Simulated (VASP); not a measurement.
# CdSe (P2_1) in VASP: notebook

Runs on CdSe. Level: r2SCAN. Tasks: single point.

All numbers are computed with VASP 6.6.1; they aren't measurements. Logs are shortened: lines on timing, memory, paths and dates and some standing lists are left out, and cuts for length are marked.

## (1) The cell of the first run

Symmetry: P2_1, No. 4, monoclinic system. The conventional cell has a = 4.234 Å, b = 7.015 Å, c = 4.299 Å, α = 90.00°, β = 118.49°, γ = 90.00°. Cd (site symmetry 1) has 4 Se at 2.60 to 2.67 Å within 3.4 Å. Within 3.4 Å of Se (site symmetry 1) lie 4 Cd at 2.60 to 2.67 Å.

## (2) Single point, r2SCAN (strain +0.0350 x Voigt [0, 0, 0, 0, 0, 1])

POSCAR

```
CdSe
1.0
    4.2984999142      0.0752237485      0.0000000000
   -2.0841042799      3.6849982496      0.0000000000
    0.0000000000      0.0000000000      7.0152000000
Cd Se
2 2
Direct
    0.6666666667      0.3333333333      0.0000000000
    0.3333333333      0.6666666667      0.5000000000
    0.6666666667      0.3333333333      0.3750000000
    0.3333333333      0.6666666667      0.8750000000
```

INCAR.step1

```
  ALGO = Normal
  EDIFF = 1E-4
  ENCUT = 520
  GGA = PE
  ISMEAR = 0
  LASPH = True
  LCHARG = False
  LREAL = False
  LWAVE = True
  NBANDS = 26
  NELM = 80
  PREC = Accurate
  SIGMA = 0.05
```

INCAR.step2

```
  ALGO = Normal
  EDIFF = 1E-6
  ENCUT = 520
  ISIF = 2
  ISMEAR = 0
  ISTART = 1
  LASPH = True
  LCHARG = True
  LELF = True
  LMIXTAU = True
  LREAL = False
  LVHAR = True
  LWAVE = False
  METAGGA = R2SCAN
  NBANDS = 26
  NELM = 80
  PREC = Accurate
  SIGMA = 0.05
```

KPOINTS

```
k-points
0
Gamma
  6 6 4
```

Potentials or basis: VASP PAW PBE potentials, release 64 (Cd, Se).

The run is started by

```bash
$ cat potpaw_PBE.64/Cd/POTCAR potpaw_PBE.64/Se/POTCAR > POTCAR
$ cp INCAR.step1 INCAR
$ mpirun -np 1 vasp_std > vasp.out
$ cp INCAR.step2 INCAR
$ mpirun -np 1 vasp_std > vasp.out
```

OUTCAR:

```text
EDIFF = 1E-6
   ENCUT = 520
   ISIF = 2
   ISMEAR = 0
   ISTART = 1
   LASPH = True
   LREAL = False
   METAGGA = R2SCAN
   NELM = 80
   PREC = Accurate

 ion  position               nearest neighbor table
   1  0.667  0.333  0.000-   4 2.60   3 2.63   4 2.63   4 2.67
   2  0.333  0.667  0.500-   3 2.60   4 2.63   3 2.63   3 2.67
   3  0.667  0.333  0.375-   2 2.60   1 2.63   2 2.63   2 2.67
   4  0.333  0.667  0.875-   1 2.60   2 2.63   1 2.63   1 2.67

  Warning from LATTYP: Monoclinic adjustment (A1->A3, A2->A1, A3->A2)!
  LATTYP: Found a simple monoclinic cell.
 ALAT       =     4.2335213179
 B/A-ratio  =     1.6570602752
 C/A-ratio  =     1.0155040565
 COS(beta)  =    -0.4769806211

  Lattice vectors:

 A1 = (  -2.0841042799,   3.6849982496,   0.0000000000)
 A2 = (   0.0000000000,   0.0000000000,   7.0152000000)
 A3 = (   4.2984999142,   0.0752237485,   0.0000000000)

Analysis of symmetry for initial positions (statically):
=====================================================================
 Subroutine PRICEL returns:
 Original cell was already a primitive cell.

 Routine SETGRP: Setting up the symmetry group for a
 simple monoclinic supercell.

 Subroutine GETGRP returns: Found  2 space group operations
 (whereof  1 operations were pure point group operations)
 out of a pool of  4 trial point group operations.

The static configuration has the point symmetry C_1 .
 The point group associated with its full space group is C_2 .

Analysis of symmetry for dynamics (positions and initial velocities):
=====================================================================
 Subroutine PRICEL returns:
 Original cell was already a primitive cell.

 Routine SETGRP: Setting up the symmetry group for a
 simple monoclinic supercell.

 Subroutine GETGRP returns: Found  2 space group operations
 (whereof  1 operations were pure point group operations)
 out of a pool of  4 trial point group operations.

The dynamic configuration has the point symmetry C_1 .
 The point group associated with its full space group is C_2 .

 Subroutine INISYM returns: Found  2 space group operations
 (whereof  1 operations are pure point group operations),
 and found     1 'primitive' translations

----------------------------------------------------------------------------------------

                                     Primitive cell

  volume of cell :     112.2203

  direct lattice vectors                    reciprocal lattice vectors
     4.298499914  0.075223749  0.000000000     0.230359344  0.130283072  0.000000000
    -2.084104280  3.684998250  0.000000000    -0.004702443  0.268711015  0.000000000
     0.000000000  0.000000000  7.015200000     0.000000000  0.000000000  0.142547611

  length of vectors
     4.299158072  4.233521318  7.015200000     0.264649025  0.268752158  0.142547611

  position of ions in fractional coordinates (direct lattice)
     0.666666667  0.333333333  0.000000000
     0.333333333  0.666666667  0.500000000
     0.666666667  0.333333333  0.375000000
     0.333333333  0.666666667  0.875000000

  ion indices of the primitive-cell ions
   primitive index   ion index
                 1           1
                 2           2
                 3           3
                 4           4

----------------------------------------------------------------------------------------

 KPOINTS: k-points

Automatic generation of k-mesh.
 Grid dimensions read from file:
 generate k-points for:    6    6    4

 Generating k-lattice:

  Cartesian coordinates                     Fractional coordinates (reciprocal lattice)
     0.038393224  0.021713845  0.000000000     0.166666667  0.000000000  0.000000000
    -0.000783740  0.044785169  0.000000000     0.000000000  0.166666667  0.000000000
     0.000000000  0.000000000  0.035636903     0.000000000  0.000000000  0.250000000

  Length of vectors
     0.044108171  0.044792026  0.035636903

  Shift w.r.t. Gamma in fractional coordinates (k-lattice)
     0.000000000  0.000000000  0.000000000

 Subroutine IBZKPT returns following result:
 ===========================================

 Found     60 irreducible k-points:

 Following reciprocal coordinates:
            Coordinates               Weight
  0.000000  0.000000  0.000000      1.000000
  0.166667  0.000000  0.000000      2.000000
  0.333333 -0.000000  0.000000      2.000000
  0.500000  0.000000  0.000000      1.000000
  0.000000  0.166667  0.000000      2.000000
  0.166667  0.166667  0.000000      2.000000
[... 16 lines left out ...]
  0.333333 -0.000000  0.250000      4.000000
  0.500000  0.000000  0.250000      2.000000
 [... further k-points ...]
   k-points           NKPTS =     60   k-points in BZ     NKDIM =     60   number of bands    NBANDS=     26
   number of dos      NEDOS =    301   number of ions     NIONS =      4
   total plane-waves  NPLWV =  55296
   dimension x,y,z NGX =    32 NGY =   32 NGZ =   54
   dimension x,y,z NGXF=    64 NGYF=   64 NGZF=  108
   ions per type =               2   2
   NGX,Y,Z   is equivalent  to a cutoff of  12.37, 12.57, 12.80 a.u.
   NGXF,Y,Z  is equivalent  to a cutoff of  24.75, 25.13, 25.59 a.u.
 SYSTEM =  unknown system
   PREC   = accura    normal or accurate (medium, high low for compatibility)
   ISTART =      1    job   : 0-new  1-cont  2-samecut
   ICHARG =      0    charge: 1-file 2-atom 10-const
   ISPIN  =      1    spin polarized calculation?
   LNONCOLLINEAR =      F non collinear calculations
   LSORBIT =      F    spin-orbit coupling
   LASPH  =      T    aspherical Exc in radial PAW
   ENCUT  =  520.0 eV  38.22 Ry    6.18 a.u.   7.99  7.87 13.04*2*pi/ulx,y,z
   NELM   =     80;   NELMIN=  2; NELMDL=  0     # of ELM steps
   EDIFF  = 0.1E-05   stopping-criterion for ELM
   LREAL  =      F    real-space projection
   EDIFFG = 0.1E-04   stopping-criterion for IOM
   NSW    =      0    number of steps for IOM
   IBRION =     -1    ionic relax: 0-MD 1-quasi-New 2-CG
   NFREE  =      0    steps in history (QN), initial steepest desc. (CG)
   ISIF   =      2    stress and relaxation
   ISYM   =      2    0-nonsym 1-usesym 2-fastsym
   POTIM  = 0.5000    time-step for ionic-motion
   TEBEG  =    0.0;   TEEND  =   0.0 temperature during run
   PSTRESS=    0.0 pullay stress
   NELECT =      36.0000    total number of electrons
   NUPDOWN=      -1.0000    fix difference up-down
   EMIN   =  10.00;   EMAX   =-10.00  energy-range for DOS
   EFERMI =   0.00;   METHOD = LEGACY
   ISMEAR =     0;   SIGMA  =   0.05  broadening in eV -4-tet -1-fermi 0-gaus
   EFERMI_NEDOS =   21; number of points for ismear=-14 and -15
   IALGO  =     38    algorithm
   IMIX   =      4    mixing-type and parameters
     AMIX     =   0.40;   BMIX     =  1.00
     AMIX_MAG =   1.60;   BMIX_MAG =  1.00
  volume/ion in A,a.u.               =      28.06       189.33
  Fermi-wavevector in a.u.,A,eV,Ry     =   1.120689  2.117795 17.088157  1.255944
  Thomas-Fermi vector in A             =   2.257337
   LORBIT       =      0    0 simple, 1 ext, 2 COOP (PROOUT), +10 PAW based schemes
   METAGGA = R2SCAN    functional components
   LHFCALC =     F    Hartree Fock is set to
   AEXX    =    0.0000 exact exchange contribution
   IVDW    =     0    specifies the selected vdW correction
   LEPSILON=     F    determine dielectric tensor
   LRPA    =     F    only Hartree local field effects (RPA)
 non-spin polarized calculation
 Gauss-broadening in eV      SIGMA  =   0.05
  energy-cutoff  :      520.00
  volume of cell :      112.22
 maximum number of plane-waves:      3040
   NGX = 15   NGY = 15   NGZ = 27

 number of electron      36.0000002 magnetization

 Free energy of the ion-electron system (eV)
  ---------------------------------------------------
  ext. energy  EPLUGINS =         0.00000000
  ---------------------------------------------------
  free energy    TOTEN  =       -71.79304127 eV

  energy without entropy =      -71.79304127  energy(sigma->0) =      -71.79304127

 E-fermi :   0.9782     XC(G=0):  -9.4331

 val. band max:        0.7270331433   @ k =   0.0000   0.0000   0.0000
 cond. band min:       1.8245124604   @ k =   0.0000   0.0000   0.0000
 fundamental gap:      1.0974793171
 Fermi energy:         0.9781851425

 k-point     1 :       0.0000    0.0000    0.0000
  band No.  band energies     occupation
      1     -12.3743      2.00000
      2     -11.9864      2.00000
      3      -7.5076      2.00000
      4      -7.5013      2.00000
      5      -7.4829      2.00000
      6      -7.4205      2.00000
[... 18 lines left out ...]
     25       8.4430      0.00000
     26       8.8289      0.00000

 k-point     2 :       0.1667    0.0000    0.0000
  band No.  band energies     occupation
      1     -12.2933      2.00000
      2     -11.9507      2.00000
      3      -7.4851      2.00000
      4      -7.4731      2.00000
      5      -7.4148      2.00000
      6      -7.3819      2.00000
[... 18 lines left out ...]
     25       8.3295      0.00000
     26       9.0385      0.00000

 k-point     3 :       0.3333   -0.0000    0.0000
  band No.  band energies     occupation
      1     -12.1167      2.00000
      2     -11.8904      2.00000
      3      -7.4446      2.00000
      4      -7.4274      2.00000
      5      -7.3056      2.00000
      6      -7.2881      2.00000
[... 18 lines left out ...]
     25       8.9616      0.00000
     26       9.4221      0.00000

 k-point     4 :       0.5000    0.0000    0.0000
  band No.  band energies     occupation
      1     -12.0121      2.00000
      2     -11.8749      2.00000
      3      -7.4290      2.00000
      4      -7.4106      2.00000
      5      -7.2695      2.00000
      6      -7.2195      2.00000
[... 18 lines left out ...]
     25       9.0713      0.00000
     26      10.8854      0.00000
[... 496 lines left out ...]
      1     -12.2419      2.00000
      2     -11.9992      2.00000
      3      -7.4641      2.00000
      4      -7.4590      2.00000
      5      -7.4062      2.00000
      6      -7.3948      2.00000
[... 18 lines left out ...]
     25       8.4831      0.00000
     26       8.7081      0.00000

 k-point    23 :       0.3333   -0.0000    0.2500
  band No.  band energies     occupation
      1     -12.0809      2.00000
      2     -11.9205      2.00000
      3      -7.4322      2.00000
      4      -7.4096      2.00000
      5      -7.3237      2.00000
      6      -7.3203      2.00000
[... 18 lines left out ...]
     25       8.6928      0.00000
     26       9.7614      0.00000

 k-point    24 :       0.5000    0.0000    0.2500
  band No.  band energies     occupation
      1     -11.9887      2.00000
      2     -11.8914      2.00000
      3      -7.4217      2.00000
      4      -7.3892      2.00000
      5      -7.2931      2.00000
      6      -7.2882      2.00000
[... 18 lines left out ...]
     25       9.3342      0.00000
     26      10.7299      0.00000

 [... further k-points ...]

------------------------ aborting loop because EDIFF is reached ----------------------------------------

  FORCE on cell =-STRESS in cart. coord.  units (eV):
  Direction    XX          YY          ZZ          XY          YZ          ZX
  --------------------------------------------------------------------------------------
  -------------------------------------------------------------------------------------
  Total        1.3270573      1.2901330      1.3592555     -0.9029674      0.0000000      0.0000000
  in kB       18.9464896     18.4193180     19.4061848    -12.8917283      0.0000000      0.0000000
  external PRESSURE =      18.9239975 kB  Pullay stress =       0.0000000 kB

 VOLUME and BASIS-vectors are now :
 -----------------------------------------------------------------------------
  energy-cutoff  :      520.00
  volume of cell :      112.22
      direct lattice vectors                 reciprocal lattice vectors
     4.298499914  0.075223749  0.000000000     0.230359344  0.130283072  0.000000000
    -2.084104280  3.684998250  0.000000000    -0.004702443  0.268711015  0.000000000
     0.000000000  0.000000000  7.015200000     0.000000000  0.000000000  0.142547611

 POSITION                                       TOTAL-FORCE (eV/Angst)
 -----------------------------------------------------------------------------------
      2.17097      1.27848      0.00000         0.205300     -0.010588     -0.010671
      0.04343      2.48174      3.50760        -0.205300      0.010588     -0.010671
      2.17097      1.27848      2.63070         0.250466     -0.011097      0.010671
      0.04343      2.48174      6.13830        -0.250466      0.011097      0.010671
 -----------------------------------------------------------------------------------
    total drift:                               -0.000000      0.000000     -0.003169

  FREE ENERGIE OF THE ION-ELECTRON SYSTEM (eV)
  ---------------------------------------------------
  free  energy   TOTEN  =       -71.7930412702 eV

  energy  without entropy=      -71.7930412702  energy(sigma->0) =      -71.79304127
```

Run time: 10 min. Hardware: 1 thread of Intel Xeon Platinum 8259CL at 2.50GHz (Skylake/Cascade Lake), shared host; peak memory 0.34 GiB.

Results:

* Free energy: -71.7930 eV
* Pressure: 1.9 GPa
* Largest force: 0.251 eV/Å
* Band gap on the k mesh: 1.10 eV

Forces in eV/Å, atoms in the order of the input:
```
Cd   0.205 -0.011 -0.011
Cd  -0.205  0.011 -0.011
Se   0.250 -0.011  0.011
Se  -0.250  0.011  0.011
```

Levels at points of the mesh, in eV from the valence-band top:
```tsv
k point	band 14	band 15	band 16	band 17	band 18	band 19	band 20	band 21	band 22	band 23
(0.00, 0.00, 0.00)	-0.89	-0.79	-0.11	-0.11	0.00	1.10	2.62	6.19	6.48	6.61
(0.50, 0.00, 0.00)	-3.70	-2.83	-1.83	-1.40	-0.71	3.72	3.84	5.02	6.52	7.04
(0.00, 0.50, 0.00)	-3.70	-2.77	-1.95	-1.42	-0.82	3.63	3.66	5.02	6.57	6.88
(0.50, 0.50, 0.00)	-3.71	-2.71	-2.08	-1.44	-0.93	3.48	3.53	5.03	6.63	6.71
(0.00, 0.00, 0.50)	-2.71	-0.52	-0.52	-0.41	-0.41	2.78	2.78	6.25	6.25	6.58
(0.50, 0.00, 0.50)	-4.32	-1.47	-1.47	-1.31	-1.31	3.35	3.35	5.28	5.28	8.13
(0.00, 0.50, 0.50)	-4.31	-1.47	-1.47	-1.41	-1.41	3.28	3.28	5.23	5.23	8.12
(0.50, 0.50, 0.50)	-4.29	-1.54	-1.54	-1.43	-1.43	3.20	3.20	5.19	5.19	8.15
```

Caveat: the cell differs from its parent crystal (strain +0.0350 x Voigt [0, 0, 0, 0, 0, 1]); the PAW data sets were made with another functional, which shifts forces and pressure a little.

[end of part 1 of 2]
